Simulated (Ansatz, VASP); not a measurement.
**BN in VASP and in Ansatz**

```
CELL_PARAMETERS angstrom
2.55394 0.00000 0.00000
-1.27697 2.21178 0.00000
0.00000 0.00000 4.22685
ATOMIC_POSITIONS crystal
B 0.66667 0.33333 0.99972
B 0.33333 0.66667 0.49972
N 0.57932 0.26939 0.60162
N 0.33333 0.66667 0.12528
```

Alike in both runs: task single point; functional PBEsol; k mesh 12 × 12 × 6; occupations gaussian, width 0.05 eV; no spin polarisation.

```csv
,VASP,Ansatz
version,VASP 6.6.1,Ansatz 0.2.0
potentials or method,"VASP PAW PBE potentials, release 64 (B, N), cutoff 520 eV","scalar-relativistic, plane waves, PAW"
valence electrons in the cell,16,16
```

Ansatz gave:

| Quantity | Value |
| --- | --- |
| gap on the k mesh at the Fermi level (eV) | 4.67 |
| least direct gap on the mesh (eV) | 7.03 |
| pressure (GPa) | 2.5 |
| traceless stress, the component that is largest in VASP (GPa) | 9.30 |
| rms of the force components (eV/Å) | 2.318 |

Problem. Estimate VASP's values.

Solution. gap on the k mesh at the Fermi level (eV): 4.65; least direct gap on the mesh (eV): 7.02; pressure (GPa): 3.0; traceless stress, the component that is largest in VASP (GPa): 9.52; rms of the force components (eV/Å): 2.326.

VASP's potentials were made for PBE, not for PBEsol. Atom by atom the forces differ by 0.010 eV/Å (rms over components).
